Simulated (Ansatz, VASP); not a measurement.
TiSi: VASP beside Ansatz

INCAR

```
PREC     = Accurate       # precision mode
ENCUT    = 520            # plane-wave cutoff, eV
EDIFF    = 1E-6           # SCF threshold, eV
ISMEAR   = 0              # smearing method
SIGMA    = 0.15           # smearing width, eV
LREAL    = False          # projectors in reciprocal space
LASPH    = True           # aspherical terms in the spheres
NELM     = 100            # most SCF steps
ALGO     = Normal         # electronic algorithm
ISIF     = 2              # what is computed and relaxed
LWAVE    = False          # write WAVECAR
LCHARG   = True           # write CHGCAR
GGA      = PS             # functional
LELF     = True           # ELF
LVHAR    = True         
NBANDS   = 15             # bands
```

Contents of KPOINTS:

```
regular mesh
0
Gamma
  18 18 12
```

The input POSCAR:

```
TiSi
1.0
    1.7616926600     -2.0540952800      0.0000000000
    1.7616926600      2.0540952800      0.0000000000
    0.0000000000      0.0000000000      3.8039340000
Ti Si
1 1
Direct
    0.5000000000      0.5000000000      0.0000000000
    0.0000000000      0.0000000000      0.5000000000
```

Input for Ansatz:

```yaml
crystal:
  lattice:
    - [1.76169266, -2.05409528, 0.0]
    - [1.76169266, 2.05409528, 0.0]
    - [0.0, 0.0, 3.803934]
  atoms:
    - { symbol: Ti, position: [0.5, 0.5, 0.0] }
    - { symbol: Si, position: [0.0, 0.0, 0.5] }
basis:
  ecutwfc: 420
kpoints:
  mp_grid: { grid: [18, 18, 12] }
hamiltonian:
  xc: pbesol
scf:
  occupations: { method: gaussian, width: 0.15 }
output:
  forces: true
  stress: true
  eigenvalues: true
```

Change from the starting cell: strain -0.030 along x and y, +0.000 along z, atoms carried along.

Alike in both runs: task single point; functional PBEsol; k mesh 18 × 18 × 12; occupations gaussian, width 0.15 eV; no spin polarisation.

|  | VASP | Ansatz |
| --- | --- | --- |
| version | VASP 6.6.1 | Ansatz 0.2.0 |
| potentials or method | VASP PAW PBE potentials, release 64 (Ti_sv, Si), cutoff 520 eV | scalar-relativistic, plane waves, PAW |
| valence electrons in the cell | 16 | 16 |

```tsv
	VASP	Ansatz	Ansatz less VASP
gap on the k mesh at the Fermi level (eV)	none	none	-
pressure (GPa)	4.0	4.0	-0.03
traceless stress, the component that is largest in VASP (GPa)	1.78	1.77	-0.014
```

VASP's potentials were made for PBE, not for PBEsol. A gap of «none» marks a metal or a gap that the smearing closes. The functional is the same, so the differences come from potentials, cutoffs and numerics.
